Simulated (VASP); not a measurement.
# FeCo (Pm-3m) in VASP: single point with PBE

Aim: the single point of FeCo with PBE.

Everything below comes from runs of VASP 6.6.1. Logs are shortened: lines on timing, memory, paths and dates and some standing lists are left out, and cuts for length are marked.

### Step 1. The cell of the first run

The structure is cubic, space group Pm-3m (No. 221). Conventional cell: a = 2.839 Å, b = 2.839 Å, c = 2.839 Å, α = 90.00°, β = 90.00°, γ = 90.00°. Within 3.2 Å of Fe (site symmetry m-3m) lie 8 Co at 2.46 Å and 6 Fe at 2.84 Å. Within 3.2 Å of Co (site symmetry m-3m) lie 8 Fe at 2.46 Å and 6 Co at 2.84 Å.

### Step 2. Single point, PBE, collinear spin, ferromagnetic start

Input file INCAR:

```
SYSTEM = FeCo
PREC = Accurate ; ENCUT = 600
EDIFF = 1E-6 ; ISMEAR = 0
SIGMA = 0.1 ; LREAL = .False.
LASPH = .True. ; NELM = 200
ALGO = Normal ; ISIF = 2
LWAVE = .False. ; LCHARG = .True.
ISPIN = 2 ; MAGMOM = 4 3
LORBIT = 11 ; LMAXMIX = 4
GGA = PE ; LELF = .True.
LVHAR = .True. ; NBANDS = 20
GGA_COMPAT = .False.
```

Input file KPOINTS:

```
regular mesh
0
Gamma
  6 6 6
  0 0 0
```

Input file POSCAR:

```
FeCo
1.0
    2.8390261000      0.0000000000      0.0000000000
    0.0000000000      2.8390261000      0.0000000000
    0.0000000000      0.0000000000      2.8390261000
Fe Co
1 1
Direct
    0.0000000000      0.0000000000      0.0000000000
    0.5000000000      0.5000000000      0.5000000000
```

Potentials or basis: VASP PAW PBE potentials, release 64 (Fe, Co).

The run is started by

```
> cat potpaw_PBE.64/Fe/POTCAR potpaw_PBE.64/Co/POTCAR > POTCAR
> mpirun -np 1 vasp_std > vasp.out
```

OUTCAR:

```text
SYSTEM = FeCo
   PREC = Accurate
   ENCUT = 600
   EDIFF = 1E-6
   ISMEAR = 0
   LREAL = .False.
   LASPH = .True.
   NELM = 200
   ISIF = 2
   ISPIN = 2
   LORBIT = 11
   GGA = PE

 ion  position               nearest neighbor table
   1  0.000  0.000  0.000-   2 2.46   2 2.46   2 2.46   2 2.46   2 2.46   2 2.46   2 2.46   2 2.46

   2  0.500  0.500  0.500-   1 2.46   1 2.46   1 2.46   1 2.46   1 2.46   1 2.46   1 2.46   1 2.46

  LATTYP: Found a simple cubic cell.
 ALAT       =     2.8390261000

  Lattice vectors:

 A1 = (   2.8390261000,   0.0000000000,   0.0000000000)
 A2 = (   0.0000000000,   2.8390261000,   0.0000000000)
 A3 = (   0.0000000000,   0.0000000000,   2.8390261000)

Analysis of symmetry for initial positions (statically):
=====================================================================
 Subroutine PRICEL returns:
 Original cell was already a primitive cell.

 Routine SETGRP: Setting up the symmetry group for a
 simple cubic supercell.

 Subroutine GETGRP returns: Found 48 space group operations
 (whereof 48 operations were pure point group operations)
 out of a pool of 48 trial point group operations.

The static configuration has the point symmetry O_h .

Analysis of symmetry for dynamics (positions and initial velocities):
=====================================================================
 Subroutine PRICEL returns:
 Original cell was already a primitive cell.

 Routine SETGRP: Setting up the symmetry group for a
 simple cubic supercell.

 Subroutine GETGRP returns: Found 48 space group operations
 (whereof 48 operations were pure point group operations)
 out of a pool of 48 trial point group operations.

The dynamic configuration has the point symmetry O_h .

Analysis of structural, dynamic, and magnetic symmetry:
=====================================================================
 Subroutine PRICEL returns:
 Original cell was already a primitive cell.

 Routine SETGRP: Setting up the symmetry group for a
 simple cubic supercell.

 Subroutine GETGRP returns: Found 48 space group operations
 (whereof 48 operations were pure point group operations)
 out of a pool of 48 trial point group operations.

The overall configuration has the point symmetry O_h .

 Subroutine INISYM returns: Found 48 space group operations
 (whereof 48 operations are pure point group operations),
 and found     1 'primitive' translations

----------------------------------------------------------------------------------------

                                     Primitive cell

  volume of cell :      22.8827

  direct lattice vectors                    reciprocal lattice vectors
     2.839026100  0.000000000  0.000000000     0.352233465  0.000000000  0.000000000
     0.000000000  2.839026100  0.000000000     0.000000000  0.352233465  0.000000000
     0.000000000  0.000000000  2.839026100     0.000000000  0.000000000  0.352233465

  length of vectors
     2.839026100  2.839026100  2.839026100     0.352233465  0.352233465  0.352233465

  position of ions in fractional coordinates (direct lattice)
     0.000000000  0.000000000  0.000000000
     0.500000000  0.500000000  0.500000000

  ion indices of the primitive-cell ions
   primitive index   ion index
                 1           1
                 2           2

----------------------------------------------------------------------------------------

 KPOINTS: regular mesh

Automatic generation of k-mesh.
 Grid dimensions read from file:
 generate k-points for:    6    6    6

 Generating k-lattice:

  Cartesian coordinates                     Fractional coordinates (reciprocal lattice)
     0.058705577  0.000000000  0.000000000     0.166666667  0.000000000  0.000000000
     0.000000000  0.058705577  0.000000000     0.000000000  0.166666667  0.000000000
     0.000000000  0.000000000  0.058705577     0.000000000  0.000000000  0.166666667

  Length of vectors
     0.058705577  0.058705577  0.058705577

  Shift w.r.t. Gamma in fractional coordinates (k-lattice)
     0.000000000  0.000000000  0.000000000

 Subroutine IBZKPT returns following result:
 ===========================================

 Found     20 irreducible k-points:

 Following reciprocal coordinates:
            Coordinates               Weight
  0.000000  0.000000  0.000000      1.000000
  0.166667  0.000000  0.000000      6.000000
  0.333333  0.000000  0.000000      6.000000
  0.500000  0.000000  0.000000      3.000000
  0.166667  0.166667  0.000000     12.000000
  0.333333  0.166667  0.000000     24.000000
[... 12 lines left out ...]
  0.500000  0.500000  0.333333      6.000000
  0.500000  0.500000  0.500000      1.000000
   k-points           NKPTS =     20   k-points in BZ     NKDIM =     20   number of bands    NBANDS=     20
   number of dos      NEDOS =    301   number of ions     NIONS =      2
   total plane-waves  NPLWV =  13824
   dimension x,y,z NGX =    24 NGY =   24 NGZ =   24
   dimension x,y,z NGXF=    48 NGYF=   48 NGZF=   48
   ions per type =               1   1
   NGX,Y,Z   is equivalent  to a cutoff of  14.05, 14.05, 14.05 a.u.
   NGXF,Y,Z  is equivalent  to a cutoff of  28.11, 28.11, 28.11 a.u.
 SYSTEM =  FeCo
   PREC   = accura    normal or accurate (medium, high low for compatibility)
   ISTART =      0    job   : 0-new  1-cont  2-samecut
   ICHARG =      2    charge: 1-file 2-atom 10-const
   ISPIN  =      2    spin polarized calculation?
   LNONCOLLINEAR =      F non collinear calculations
   LSORBIT =      F    spin-orbit coupling
   LASPH  =      T    aspherical Exc in radial PAW
   ENCUT  =  600.0 eV  44.10 Ry    6.64 a.u.   5.67  5.67  5.67*2*pi/ulx,y,z
   NELM   =    200;   NELMIN=  2; NELMDL= -5     # of ELM steps
   EDIFF  = 0.1E-05   stopping-criterion for ELM
   LREAL  =      F    real-space projection
   EDIFFG = 0.1E-04   stopping-criterion for IOM
   NSW    =      0    number of steps for IOM
   IBRION =     -1    ionic relax: 0-MD 1-quasi-New 2-CG
   NFREE  =      0    steps in history (QN), initial steepest desc. (CG)
   ISIF   =      2    stress and relaxation
   ISYM   =      2    0-nonsym 1-usesym 2-fastsym
   POTIM  = 0.5000    time-step for ionic-motion
   TEBEG  =    0.0;   TEEND  =   0.0 temperature during run
   PSTRESS=    0.0 pullay stress
   NELECT =      17.0000    total number of electrons
   NUPDOWN=      -1.0000    fix difference up-down
   EMIN   =  10.00;   EMAX   =-10.00  energy-range for DOS
   EFERMI =   0.00;   METHOD = LEGACY
   ISMEAR =     0;   SIGMA  =   0.10  broadening in eV -4-tet -1-fermi 0-gaus
   EFERMI_NEDOS =   21; number of points for ismear=-14 and -15
   IALGO  =     38    algorithm
   IMIX   =      4    mixing-type and parameters
     AMIX     =   0.40;   BMIX     =  1.00
     AMIX_MAG =   1.60;   BMIX_MAG =  1.00
  volume/ion in A,a.u.               =      11.44        77.21
  Fermi-wavevector in a.u.,A,eV,Ry     =   1.482706  2.801908 29.911286  2.198418
  Thomas-Fermi vector in A             =   2.596459
   LORBIT       =     11    0 simple, 1 ext, 2 COOP (PROOUT), +10 PAW based schemes
   GGA     = PE    functional components
   LHFCALC =     F    Hartree Fock is set to
   AEXX    =    0.0000 exact exchange contribution
   IVDW    =     0    specifies the selected vdW correction
   LEPSILON=     F    determine dielectric tensor
   LRPA    =     F    only Hartree local field effects (RPA)
 spin polarized calculation
 Gauss-broadening in eV      SIGMA  =   0.10
  energy-cutoff  :      600.00
  volume of cell :       22.88
 maximum number of plane-waves:       784
 NGX is ok and might be reduce to    24
   NGX = 11   NGY = 11   NGZ = 11

 number of electron      17.0000000 magnetization       4.6842904

 Free energy of the ion-electron system (eV)
  ---------------------------------------------------
  ext. energy  EPLUGINS =         0.00000000
  ---------------------------------------------------
  free energy    TOTEN  =       -15.38727562 eV

  energy without entropy =      -15.38037415  energy(sigma->0) =      -15.38382488

 E-fermi :   8.1005     XC(G=0): -13.0848

 val. band max:        7.9745193706   @ k =   0.5000   0.5000   0.0000
 cond. band min:       8.1145455868   @ k =   0.5000   0.1667   0.1667
 fundamental gap:      0.1400262162
 Fermi energy:         8.1004675400

 spin component 1

 k-point     1 :       0.0000    0.0000    0.0000
  band No.  band energies     occupation
      1      -0.9290      1.00000
      2       2.6791      1.00000
      3       2.6791      1.00000
      4       4.9947      1.00000
      5       4.9947      1.00000
      6       4.9947      1.00000
[... 12 lines left out ...]
     19      32.6626      0.00000
     20      32.6626      0.00000
[... 415 lines left out ...]
 k-point    20 :       0.5000    0.5000    0.5000
  band No.  band energies     occupation
      1       4.0060      1.00000
      2       4.0060      1.00000
      3       4.0060      1.00000
      4       4.3376      1.00000
      5       4.3376      1.00000
      6       4.3376      1.00000
[... 12 lines left out ...]
     19      43.9747      0.00000
     20      46.4504      0.00000
 Fermi energy:         8.1004675400

 spin component 2

 k-point     1 :       0.0000    0.0000    0.0000
  band No.  band energies     occupation
      1      -0.7020      1.00000
      2       4.6409      1.00000
      3       4.6409      1.00000
      4       6.9718      1.00000
      5       6.9718      1.00000
      6       6.9718      1.00000
[... 12 lines left out ...]
     19      32.5075      0.00000
     20      32.5075      0.00000
[... 415 lines left out ...]
 k-point    20 :       0.5000    0.5000    0.5000
  band No.  band energies     occupation
      1       5.5231      1.00000
      2       5.5231      1.00000
      3       5.5231      1.00000
      4       5.9165      1.00000
      5       5.9166      1.00000
      6       5.9166      1.00000
[... 12 lines left out ...]
     19      46.2896      0.00000
     20      46.3408      0.00000

------------------------ aborting loop because EDIFF is reached ----------------------------------------

  FORCE on cell =-STRESS in cart. coord.  units (eV):
  Direction    XX          YY          ZZ          XY          YZ          ZX
  --------------------------------------------------------------------------------------
  -------------------------------------------------------------------------------------
  Total        0.2800432      0.2800432      0.2800432     -0.0000000     -0.0000000      0.0000000
  in kB       19.6077335     19.6077335     19.6077335     -0.0000000     -0.0000000      0.0000000
  external PRESSURE =      19.6077335 kB  Pullay stress =       0.0000000 kB

 VOLUME and BASIS-vectors are now :
 -----------------------------------------------------------------------------
  energy-cutoff  :      600.00
  volume of cell :       22.88
      direct lattice vectors                 reciprocal lattice vectors
     2.839026100  0.000000000  0.000000000     0.352233465  0.000000000  0.000000000
     0.000000000  2.839026100  0.000000000     0.000000000  0.352233465  0.000000000
     0.000000000  0.000000000  2.839026100     0.000000000  0.000000000  0.352233465

 POSITION                                       TOTAL-FORCE (eV/Angst)
 -----------------------------------------------------------------------------------
      0.00000      0.00000      0.00000         0.000000      0.000000      0.000000
      1.41951      1.41951      1.41951         0.000000      0.000000      0.000000
 -----------------------------------------------------------------------------------
    total drift:                                0.000000      0.000000     -0.000000

  FREE ENERGIE OF THE ION-ELECTRON SYSTEM (eV)
  ---------------------------------------------------
  free  energy   TOTEN  =       -15.3872756226 eV

  energy  without entropy=      -15.3803741467  energy(sigma->0) =      -15.38382488

 total charge

# of ion       s       p       d       tot
------------------------------------------
    1        0.478   0.541   6.139   7.159
    2        0.488   0.522   7.235   8.245
--------------------------------------------------
tot          0.966   1.063  13.374  15.404

 magnetization (x)

# of ion       s       p       d       tot
------------------------------------------
    1        0.005  -0.022   2.871   2.854
    2       -0.007  -0.033   1.861   1.821
--------------------------------------------------
tot         -0.002  -0.055   4.732   4.675
```

Wall time 33 s (1 thread of Intel Xeon 8259CL, shared host); peak memory 0.16 GiB.

What came out:

```yaml
Free_energy: -15.3873 eV
Pressure: 2.0 GPa
Net_moment: 4.68 μB per cell
Site_moments: Fe +2.85; Co +1.82 μB
Valence_electrons_inside_the_program's_atomic_spheres: Fe 7.16; Co 8.24
```

Levels at points of the mesh, in eV from the Fermi level:
Spin up:
```
           k point  band 8  band 9  band 10  band 11  band 12  band 13  band 14  band 15
(0.00, 0.00, 0.00)   -2.01   -0.90    -0.90    -0.90     9.16     9.16     9.16    14.74
(0.50, 0.00, 0.00)   -2.57   -2.09    -1.95    -0.87    -0.61    16.05    16.05    16.23
(0.50, 0.50, 0.00)   -1.77   -0.65    -0.65    -0.13    -0.13     6.13     6.33    17.78
(0.50, 0.50, 0.50)   -1.89   -1.73    -1.73     7.67     7.67     7.67     7.75     7.75
```
Spin down:
```csv
k point,band 2,band 3,band 4,band 5,band 6,band 7,band 8,band 9,band 10,band 11
"(0.00, 0.00, 0.00)",-3.46,-3.46,-1.13,-1.13,-1.13,0.87,0.87,1.56,1.56,1.56
"(0.50, 0.00, 0.00)",-4.53,-1.59,-1.10,-1.09,-1.09,-0.34,-0.25,-0.25,0.71,1.28
"(0.50, 0.50, 0.00)",-4.10,-2.26,-2.26,0.04,0.04,0.58,0.66,0.84,1.52,1.78
"(0.50, 0.50, 0.50)",-2.58,-2.58,-2.18,-2.18,-2.18,0.70,0.70,1.57,1.57,8.51
```

Caveat: the k points lie up to 0.37 Å⁻¹ apart.
